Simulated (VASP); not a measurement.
Write the native input for VASP 6.6.1 that does the following.

```yaml
Task: single point
Functional: PBEsol
Dispersion: D3(BJ)
Potentials_or_basis: VASP PAW PBE potentials, release 64 (K_sv)
Cutoff: 500 eV
k_mesh: 6 × 6 × 6
Occupations: methfessel-paxton, width 0.05 eV
Spin: no spin polarisation
Dipole_correction: no
Further_INCAR_settings: ALGO = Normal; EDIFF = 1e-06; NBANDS = 10
```

The structure of K lies in POSCAR:

```
K
1.0
    0.0000000000      3.2900000000      3.2900000000
    3.2900000000      0.0000000000      3.2900000000
    3.2900000000      3.2900000000      0.0000000000
K
1
Direct
    0.0000000000      0.0000000000      0.0000000000
```

This isn't the form of K at room conditions, which is bcc.

One way to write it, as run:

INCAR

```
SYSTEM = K
ALGO = Normal ; EDIFF = 1E-6
ENCUT = 500 ; GGA = PS
GGA_COMPAT = .FALSE. ; ISIF = 2
ISMEAR = 1 ; IVDW = 12
LASPH = .TRUE. ; LCHARG = .FALSE.
LREAL = .FALSE. ; LWAVE = .FALSE.
NBANDS = 10 ; NELM = 120
PREC = Accurate ; SIGMA = 0.05
```

KPOINTS

```
k-points
0
G
  6 6 6
  0 0 0
```

Potentials or basis: VASP PAW PBE potentials, release 64 (K_sv).

Launch:

```sh
$ cat potpaw_PBE.64/K_sv/POTCAR > POTCAR
$ mpirun -np 1 vasp_std > vasp.out
```

Results of the run:

```yaml
Pressure: -0.3 GPa
Band_gap_on_the_k_mesh: zero (an odd number of electrons rules out a gap without spin polarisation)
Dispersion_energy_per_atom: -0.128 eV
```

Caveat: three body term missing; the PAW data sets were made with another functional, which shifts forces and pressure a little.

It took 11 s on 1 thread of Intel(R) Xeon(R) Platinum 8259CL CPU @ 2.50GHz (Skylake/Cascade Lake) (shared host), peak memory 0.2 GiB.
